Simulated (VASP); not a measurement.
# CsBr (Pm-3m) in VASP: notebook, part 2 of 2

VASP 6.6.1.

### Step 3. Electric field gradients, PBE (38.06 Å³/atom)

The input, INCAR:

```
SYSTEM = CsBr
PREC     = Accurate       ! precision mode
ENCUT    = 400            ! plane-wave cutoff, eV
EDIFF    = 1E-8           ! SCF threshold, eV
ISMEAR   = -1             ! smearing method
SIGMA    = 0.02           ! smearing width, eV
LREAL    = .FALSE.        ! projectors in reciprocal space
LASPH    = .TRUE.         ! aspherical terms in the spheres
NELM     = 120            ! most SCF steps
ALGO     = Normal         ! electronic algorithm
ISIF     = 2              ! what is computed and relaxed
LWAVE    = .FALSE.        ! write WAVECAR
LCHARG   = .FALSE.        ! write CHGCAR
GGA      = PE             ! functional
LEFG     = .TRUE.       
NBANDS   = 15             ! bands
GGA_COMPAT= .FALSE.
```

The input, KPOINTS:

```
Automatic mesh
0
G
  6 6 6
  0 0 0
```

The input, POSCAR:

```
CsBr
1.0
    4.2380706029      0.0000000000      0.0000000000
    0.0000000000      4.2380706029      0.0000000000
    0.0000000000      0.0000000000      4.2380706029
Cs Br
1 1
Direct
    0.0000000000      0.0000000000      0.0000000000
    0.5000000000      0.5000000000      0.5000000000
```

Potentials or basis: VASP PAW PBE potentials, release 64 (Cs_sv, Br).

The run is started by

```bash
cat potpaw_PBE.64/Cs_sv/POTCAR potpaw_PBE.64/Br/POTCAR > POTCAR
mpirun -np 1 vasp_std > vasp.out
```

OUTCAR:

```text
SYSTEM = CsBr
   PREC = Accurate
   ENCUT = 400
   EDIFF = 1E-8
   ISMEAR = -1
   LREAL = .FALSE.
   LASPH = .TRUE.
   NELM = 120
   ISIF = 2
   GGA = PE

 ion  position               nearest neighbor table
   1  0.000  0.000  0.000-
   2  0.500  0.500  0.500-

  LATTYP: Found a simple cubic cell.
 ALAT       =     4.2380706029

  Lattice vectors:

 A1 = (   4.2380706029,   0.0000000000,   0.0000000000)
 A2 = (   0.0000000000,   4.2380706029,   0.0000000000)
 A3 = (   0.0000000000,   0.0000000000,   4.2380706029)

Analysis of symmetry for initial positions (statically):
=====================================================================
 Subroutine PRICEL returns:
 Original cell was already a primitive cell.

 Routine SETGRP: Setting up the symmetry group for a
 simple cubic supercell.

 Subroutine GETGRP returns: Found 48 space group operations
 (whereof 48 operations were pure point group operations)
 out of a pool of 48 trial point group operations.

The static configuration has the point symmetry O_h .

Analysis of symmetry for dynamics (positions and initial velocities):
=====================================================================
 Subroutine PRICEL returns:
 Original cell was already a primitive cell.

 Routine SETGRP: Setting up the symmetry group for a
 simple cubic supercell.

 Subroutine GETGRP returns: Found 48 space group operations
 (whereof 48 operations were pure point group operations)
 out of a pool of 48 trial point group operations.

The dynamic configuration has the point symmetry O_h .

 Subroutine INISYM returns: Found 48 space group operations
 (whereof 48 operations are pure point group operations),
 and found     1 'primitive' translations

----------------------------------------------------------------------------------------

                                     Primitive cell

  volume of cell :      76.1210

  direct lattice vectors                    reciprocal lattice vectors
     4.238070603  0.000000000  0.000000000     0.235956428  0.000000000  0.000000000
     0.000000000  4.238070603  0.000000000     0.000000000  0.235956428  0.000000000
     0.000000000  0.000000000  4.238070603     0.000000000  0.000000000  0.235956428

  length of vectors
     4.238070603  4.238070603  4.238070603     0.235956428  0.235956428  0.235956428

  position of ions in fractional coordinates (direct lattice)
     0.000000000  0.000000000  0.000000000
     0.500000000  0.500000000  0.500000000

  ion indices of the primitive-cell ions
   primitive index   ion index
                 1           1
                 2           2

----------------------------------------------------------------------------------------

 KPOINTS: Automatic mesh

Automatic generation of k-mesh.
 Grid dimensions read from file:
[... 74 lines left out ...]
   EFERMI =   0.00;   METHOD = LEGACY
   ISMEAR =    -1;   SIGMA  =   0.02  broadening in eV -4-tet -1-fermi 0-gaus
   EFERMI_NEDOS =   21; number of points for ismear=-14 and -15
   IALGO  =     38    algorithm
   IMIX   =      4    mixing-type and parameters
     AMIX     =   0.40;   BMIX     =  1.00
     AMIX_MAG =   1.60;   BMIX_MAG =  1.00
  volume/ion in A,a.u.               =      38.06       256.84
  Fermi-wavevector in a.u.,A,eV,Ry     =   0.973375  1.839411 12.890948  0.947458
  Thomas-Fermi vector in A             =   2.103749
   LORBIT       =      0    0 simple, 1 ext, 2 COOP (PROOUT), +10 PAW based schemes
   GGA     = PE    functional components
   LHFCALC =     F    Hartree Fock is set to
   AEXX    =    0.0000 exact exchange contribution
   IVDW    =     0    specifies the selected vdW correction
   LEPSILON=     F    determine dielectric tensor
   LRPA    =     F    only Hartree local field effects (RPA)
 non-spin polarized calculation
  energy-cutoff  :      400.00
  volume of cell :       76.12
 maximum number of plane-waves:      1409
 NGX is ok and might be reduce to    28
   NGX = 13   NGY = 13   NGZ = 13

 number of electron      15.9999997 magnetization

 Free energy of the ion-electron system (eV)
  ---------------------------------------------------
  ext. energy  EPLUGINS =         0.00000000
  ---------------------------------------------------
  free energy    TOTEN  =        -5.98090124 eV

  energy without entropy =       -5.98090124  energy(sigma->0) =       -5.98090124

 E-fermi :   0.3116     XC(G=0):  -8.2261

 val. band max:       -0.1168946446   @ k =   0.0000   0.0000   0.0000
 cond. band min:       4.5289605912   @ k =   0.0000   0.0000   0.0000
 fundamental gap:      4.6458552358
 Fermi energy:         0.3115892811

 k-point     1 :       0.0000    0.0000    0.0000
  band No.  band energies     occupation
      1     -19.8564      2.00000
      2     -12.5371      2.00000
      3      -6.4355      2.00000
      4      -6.4355      2.00000
      5      -6.4355      2.00000
      6      -0.1169      2.00000
      7      -0.1169      2.00000
      8      -0.1169      2.00000
      9       4.5290      0.00000
     10       4.7505      0.00000
     11       4.7505      0.00000
     12       9.1057      0.00000
     13       9.1057      0.00000
     14       9.1057      0.00000
[... 329 lines left out ...]
      2     -12.3418      2.00000
      3      -6.8743      2.00000
      4      -6.8743      2.00000
      5      -6.8743      2.00000
      6      -1.3902      2.00000
      7      -1.3902      2.00000
      8      -1.3902      2.00000
      9       8.3653      0.00000
     10       8.3653      0.00000
     11       8.3653      0.00000
     12       9.2275      0.00000
     13       9.2275      0.00000
     14       9.2275      0.00000
     15      11.4496      0.00000

------------------------ aborting loop because EDIFF is reached ----------------------------------------

  FORCE on cell =-STRESS in cart. coord.  units (eV):
  Direction    XX          YY          ZZ          XY          YZ          ZX
  --------------------------------------------------------------------------------------
  -------------------------------------------------------------------------------------
  Total        0.8161800      0.8161800      0.8161800     -0.0000000     -0.0000000      0.0000000
  in kB       17.1787671     17.1787671     17.1787671     -0.0000000     -0.0000000      0.0000000
  external PRESSURE =      17.1787671 kB  Pullay stress =       0.0000000 kB

 VOLUME and BASIS-vectors are now :
 -----------------------------------------------------------------------------
  energy-cutoff  :      400.00
  volume of cell :       76.12
      direct lattice vectors                 reciprocal lattice vectors
     4.238070603  0.000000000  0.000000000     0.235956428  0.000000000  0.000000000
     0.000000000  4.238070603  0.000000000     0.000000000  0.235956428  0.000000000
     0.000000000  0.000000000  4.238070603     0.000000000  0.000000000  0.235956428

 POSITION                                       TOTAL-FORCE (eV/Angst)
 -----------------------------------------------------------------------------------
      0.00000      0.00000      0.00000         0.000000      0.000000      0.000000
      2.11904      2.11904      2.11904         0.000000      0.000000      0.000000
 -----------------------------------------------------------------------------------
    total drift:                                0.000000      0.000000      0.000000

  FREE ENERGIE OF THE ION-ELECTRON SYSTEM (eV)
  ---------------------------------------------------
  free  energy   TOTEN  =        -5.9809012410 eV

  energy  without entropy=       -5.9809012410  energy(sigma->0) =       -5.98090124

 Electric field gradients (V/A^2)
---------------------------------------------------------------------
 ion       V_xx      V_yy      V_zz      V_xy      V_xz      V_yz
---------------------------------------------------------------------
   1      -0.000    -0.000     0.000    -0.000     0.000     0.000
   2      -0.000    -0.000    -0.000     0.000    -0.000     0.000
---------------------------------------------------------------------

 Electric field gradients after diagonalization (V/A^2)
 (convention: |V_zz| > |V_xx| > |V_yy|)
----------------------------------------------------------------------
 ion       V_xx      V_yy      V_zz     asymmetry (V_yy - V_xx)/ V_zz
----------------------------------------------------------------------
   1      -0.000    -0.000     0.000       0.045
   2      -0.000    -0.000    -0.000      -0.069
----------------------------------------------------------------------

           NMR quadrupolar parameters

 Cq : quadrupolar parameter    Cq=e*Q*V_zz/h
 eta: asymmetry parameters     (V_yy - V_xx)/ V_zz
 Q  : nuclear electric quadrupole moment in mb (millibarn)
----------------------------------------------------------------------
 ion       Cq(MHz)       eta       Q (mb)
----------------------------------------------------------------------
   1       0.000       0.045       1.000
   2      -0.000      -0.069       1.000
----------------------------------------------------------------------
```

Run time: 27 s. Hardware: 1 thread of Intel Xeon 8259CL, shared host; peak memory 0.16 GiB.

What came out:

```
Free energy                             : -5.9809 eV
Pressure                                : 1.7 GPa
Band gap on the k mesh                  : 4.65 eV
Largest electric field gradient by atom : zero within the noise of the run
```

Caveat: spin-orbit coupling is left out, which moves the levels of the heavy elements. A k mesh can miss the band edges.

### Step 4. Electric field gradients, PBE (39.25 Å³/atom)

This run uses another cell than the first one, of 39.25 Å³/atom.

INCAR is that of step 3.

KPOINTS is that of step 3.

The input, POSCAR:

```
CsBr
1.0
    4.2819260788      0.0000000000      0.0000000000
    0.0000000000      4.2819260788      0.0000000000
    0.0000000000      0.0000000000      4.2819260788
Cs Br
1 1
Direct
    0.0000000000      0.0000000000      0.0000000000
    0.5000000000      0.5000000000      0.5000000000
```

Potentials or basis: VASP PAW PBE potentials, release 64 (Cs_sv, Br).

The run is started by

```bash
cat potpaw_PBE.64/Cs_sv/POTCAR potpaw_PBE.64/Br/POTCAR > POTCAR
mpirun -np 1 vasp_std > vasp.out
```

OUTCAR:

```text
SYSTEM = CsBr
   PREC = Accurate
   ENCUT = 400
   EDIFF = 1E-8
   ISMEAR = -1
   LREAL = .FALSE.
   LASPH = .TRUE.
   NELM = 120
   ISIF = 2
   GGA = PE

 ion  position               nearest neighbor table
   1  0.000  0.000  0.000-
   2  0.500  0.500  0.500-

  LATTYP: Found a simple cubic cell.
 ALAT       =     4.2819260788

  Lattice vectors:

 A1 = (   4.2819260788,   0.0000000000,   0.0000000000)
 A2 = (   0.0000000000,   4.2819260788,   0.0000000000)
[... 563 lines left out ...]

  FREE ENERGIE OF THE ION-ELECTRON SYSTEM (eV)
  ---------------------------------------------------
  free  energy   TOTEN  =        -6.0025704224 eV

  energy  without entropy=       -6.0025704224  energy(sigma->0) =       -6.00257042

 Electric field gradients (V/A^2)
---------------------------------------------------------------------
 ion       V_xx      V_yy      V_zz      V_xy      V_xz      V_yz
---------------------------------------------------------------------
   1      -0.000    -0.000    -0.000     0.000     0.000     0.000
   2      -0.000    -0.000    -0.000     0.000    -0.000     0.000
---------------------------------------------------------------------

 Electric field gradients after diagonalization (V/A^2)
 (convention: |V_zz| > |V_xx| > |V_yy|)
----------------------------------------------------------------------
 ion       V_xx      V_yy      V_zz     asymmetry (V_yy - V_xx)/ V_zz
----------------------------------------------------------------------
   1      -0.000    -0.000    -0.000      -0.546
   2      -0.000    -0.000    -0.000      -0.052
----------------------------------------------------------------------

           NMR quadrupolar parameters

 Cq : quadrupolar parameter    Cq=e*Q*V_zz/h
 eta: asymmetry parameters     (V_yy - V_xx)/ V_zz
 Q  : nuclear electric quadrupole moment in mb (millibarn)
----------------------------------------------------------------------
 ion       Cq(MHz)       eta       Q (mb)
----------------------------------------------------------------------
   1      -0.000      -0.546       1.000
   2      -0.000      -0.052       1.000
----------------------------------------------------------------------
```

It took 30 s on 1 thread of Intel Xeon 8259CL, shared host; peak memory 0.16 GiB.

What came out:

```
Free energy                             : -6.0026 eV
Pressure                                : 1.1 GPa
Band gap on the k mesh                  : 4.53 eV
Largest electric field gradient by atom : zero within the noise of the run
```

Caveat: spin-orbit coupling is left out, which moves the levels of the heavy elements.

### Step 5. Electric field gradients, PBE

This run uses another cell than the first one, of 40.47 Å³/atom.

The input, INCAR:

```
SYSTEM = CsBr
ALGO = Normal
EDIFF = 1E-8
ENCUT = 400
GGA = PE
GGA_COMPAT = .FALSE.
ISIF = 2
ISMEAR = -1
LASPH = .TRUE.
LCHARG = .FALSE.
LEFG = .TRUE.
LREAL = .FALSE.
LWAVE = .FALSE.
NBANDS = 15
NELM = 120
PREC = Accurate
SIGMA = 0.02
```

The input, KPOINTS:

```
k-points
0
G
  6 6 6
  0 0 0
```

The input, POSCAR:

```
CsBr
1.0
    4.3256222200      0.0000000000      0.0000000000
    0.0000000000      4.3256222200      0.0000000000
    0.0000000000      0.0000000000      4.3256222200
Cs Br
1 1
Direct
    0.0000000000      0.0000000000      0.0000000000
    0.5000000000      0.5000000000      0.5000000000
```

Potentials or basis: VASP PAW PBE potentials, release 64 (Cs_sv, Br).

The run is started by

```bash
cat potpaw_PBE.64/Cs_sv/POTCAR potpaw_PBE.64/Br/POTCAR > POTCAR
mpirun -np 1 vasp_std > vasp.out
```

OUTCAR:

```text
SYSTEM = CsBr
   EDIFF = 1E-8
   ENCUT = 400
   GGA = PE
   ISIF = 2
   ISMEAR = -1
   LASPH = .TRUE.
   LREAL = .FALSE.
   NELM = 120
   PREC = Accurate

 ion  position               nearest neighbor table
   1  0.000  0.000  0.000-
   2  0.500  0.500  0.500-

  LATTYP: Found a simple cubic cell.
 ALAT       =     4.3256222200

  Lattice vectors:

 A1 = (   4.3256222200,   0.0000000000,   0.0000000000)
 A2 = (   0.0000000000,   4.3256222200,   0.0000000000)
 A3 = (   0.0000000000,   0.0000000000,   4.3256222200)

Analysis of symmetry for initial positions (statically):
=====================================================================
 Subroutine PRICEL returns:
 Original cell was already a primitive cell.

 Routine SETGRP: Setting up the symmetry group for a
 simple cubic supercell.

 Subroutine GETGRP returns: Found 48 space group operations
[... 538 lines left out ...]
  energy-cutoff  :      400.00
  volume of cell :       80.94
      direct lattice vectors                 reciprocal lattice vectors
     4.325622220  0.000000000  0.000000000     0.231180614  0.000000000  0.000000000
     0.000000000  4.325622220  0.000000000     0.000000000  0.231180614  0.000000000
     0.000000000  0.000000000  4.325622220     0.000000000  0.000000000  0.231180614

 POSITION                                       TOTAL-FORCE (eV/Angst)
 -----------------------------------------------------------------------------------
      0.00000      0.00000      0.00000         0.000000      0.000000      0.000000
      2.16281      2.16281      2.16281         0.000000      0.000000      0.000000
 -----------------------------------------------------------------------------------
    total drift:                                0.000000      0.000000      0.000000

  FREE ENERGIE OF THE ION-ELECTRON SYSTEM (eV)
  ---------------------------------------------------
  free  energy   TOTEN  =        -6.0162539866 eV

  energy  without entropy=       -6.0162539866  energy(sigma->0) =       -6.01625399

 Electric field gradients (V/A^2)
---------------------------------------------------------------------
 ion       V_xx      V_yy      V_zz      V_xy      V_xz      V_yz
---------------------------------------------------------------------
   1       0.000     0.000     0.000    -0.000    -0.000     0.000
   2       0.000     0.000    -0.000     0.000    -0.000     0.000
---------------------------------------------------------------------

 Electric field gradients after diagonalization (V/A^2)
 (convention: |V_zz| > |V_xx| > |V_yy|)
----------------------------------------------------------------------
 ion       V_xx      V_yy      V_zz     asymmetry (V_yy - V_xx)/ V_zz
----------------------------------------------------------------------
   1       0.000     0.000     0.000      -0.265
   2       0.000    -0.000     0.000      -1.523
----------------------------------------------------------------------

           NMR quadrupolar parameters

 Cq : quadrupolar parameter    Cq=e*Q*V_zz/h
 eta: asymmetry parameters     (V_yy - V_xx)/ V_zz
 Q  : nuclear electric quadrupole moment in mb (millibarn)
----------------------------------------------------------------------
 ion       Cq(MHz)       eta       Q (mb)
----------------------------------------------------------------------
   1       0.000      -0.265       1.000
   2       0.000      -1.523       1.000
----------------------------------------------------------------------
```

It took 33 s on 1 thread of Intel Xeon 8259CL, shared host; peak memory 0.16 GiB.

Results:

```
Free energy                             : -6.0163 eV
Pressure                                : 0.6 GPa
Band gap on the k mesh                  : 4.41 eV (least direct gap 4.42 eV)
Largest electric field gradient by atom : zero within the noise of the run
```

Caveat: spin-orbit coupling is left out, which moves the levels of the heavy elements.

### Step 6. The runs side by side

```tsv
cell	gap on the mesh (eV)	pressure (GPa)
a = 4.238 Å, 2 atoms	4.65	1.7
a = 4.282 Å, 2 atoms	4.53	1.1
a = 4.326 Å, 2 atoms	4.41	0.6
```

Alike in all rows: task electric field gradients; level PBE; potentials or basis VASP PAW PBE potentials, release 64 (Cs_sv, Br); no spin polarisation; k mesh 6 × 6 × 6; cutoff (eV) 400; smearing fermi-dirac 0.02 eV.

Caveats: spin-orbit coupling is left out, which moves the levels of the heavy elements.

Absolute energies hang on the potentials; compare differences alone.
